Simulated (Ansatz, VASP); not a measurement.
One calculation of Co, two programs

```
CELL_PARAMETERS angstrom
-1.40584 1.40584 1.40584
1.40584 -1.40584 1.40584
1.40584 1.40584 -1.40584
ATOMIC_POSITIONS crystal
Co 0.00000 0.00000 0.00000
```

Alike in both runs: task single point; functional PBE; k mesh 26 × 26 × 26; occupations fermi-dirac, width 0.05 eV; collinear spin.

```csv
,VASP,Ansatz
version,VASP 6.6.1,Ansatz 0.2.0
potentials or method,"VASP PAW PBE potentials, release 64 (Co), cutoff 520 eV","plane waves (420 eV) with PAW, scalar-relativistic"
valence electrons in the cell,9,17
```

Ansatz gave:

| Item | Value |
| --- | --- |
| net moment per atom (μB) | 1.76 |
| size of the moment on the site where the two differ most (μB) | 1.83 |

Which values does VASP return?

net moment per atom (μB): 1.75; size of the moment on the site where the two differ most (μB): 1.77.

Site moments also hang on the region over which each program counts them. With one functional, cell and mesh, what is left measures potentials, basis and numerics. VASP's potentials hold 9 valence electrons a cell and Ansatz's 17, so a difference there can come from the potentials and not from the codes.
